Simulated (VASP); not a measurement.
The system is SnO2.

```
Sn O
1.0
     0.00000    2.60802    2.60802
     2.60802    0.00000    2.60802
     2.60802    2.60802    0.00000
Sn O
1 2
Direct
  0.00000 0.00000 0.00000
  0.75000 0.75000 0.75000
  0.25000 0.25000 0.25000
```

This cell differs from its parent crystal: volume scaled by 1.04.

Base run:

```yaml
Program: VASP 6.6.1
Functional: PBE
Potentials_or_basis: VASP PAW PBE potentials, release 64 (Sn_d, O)
Cutoff: 520 eV
k_mesh: 9 × 9 × 9
Occupations: fermi-dirac, width 0.05 eV
Spin: no spin polarisation
```

Its results: band gap on the k mesh zero (band 13 reaches 6.74 eV, above the bottom of band 14 at 6.26 eV); pressure -6.6 GPa.

Task: The run is repeated on the same cell with these changes: functional from PBE to LDA; potentials or basis from VASP PAW PBE potentials, release 64 (Sn_d, O) to VASP PAW LDA potentials, release 64 (Sn_d, O). What comes out?

Result: Band gap on the k mesh zero (band 13 reaches 6.43 eV, above the bottom of band 14 at 5.89 eV); pressure -17.4 GPa.

Caveats: spin-orbit coupling is left out, which moves the levels of the heavy elements.
